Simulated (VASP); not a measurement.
MoS2, 6 atoms in the cell. It takes space group P6_3/mmc (No. 194, hexagonal). The conventional cell has a = 3.149 Å, b = 3.149 Å, c = 12.092 Å, α = 90.00°, β = 90.00°, γ = 120.00°. Mo (site symmetry -6m2) has 6 S at 2.40 Å and 6 Mo at 3.15 Å within 3.2 Å. Within 3.2 Å of S (site symmetry 3m) lie 3 Mo at 2.40 Å and 7 S at 3.13 to 3.15 Å. 

| Item | Value |
| --- | --- |
| Program | VASP 6.6.1 |
| Task | single point |
| Functional | PBE |
| Dispersion | D3(BJ) |
| Potentials or basis | VASP PAW PBE potentials, release 64 (Mo_sv, S) |
| Cutoff | 520 eV |
| k mesh | 12 × 12 × 4 |
| Occupations | gaussian, width 0.05 eV |
| Spin | no spin polarisation |
| Dipole correction | no |
| Further INCAR settings | ALGO = Normal; EDIFF = 1e-06; NBANDS = 35 |

Potentials or basis: VASP PAW PBE potentials, release 64 (Mo_sv, S).

The run is started by

```bash
$ cat potpaw_PBE.64/Mo_sv/POTCAR potpaw_PBE.64/S/POTCAR > POTCAR
$ mpirun -np 1 vasp_std > vasp.out
```

Hardware: 1 thread of Intel Xeon 8259CL, on a shared host.

Q: Estimate the wall time of this run.

A: Run time: 3.7 min on 1 thread of Intel Xeon 8259CL (shared host), peak memory 0.33 GiB. Counts: scf iterations 15, k points 57.
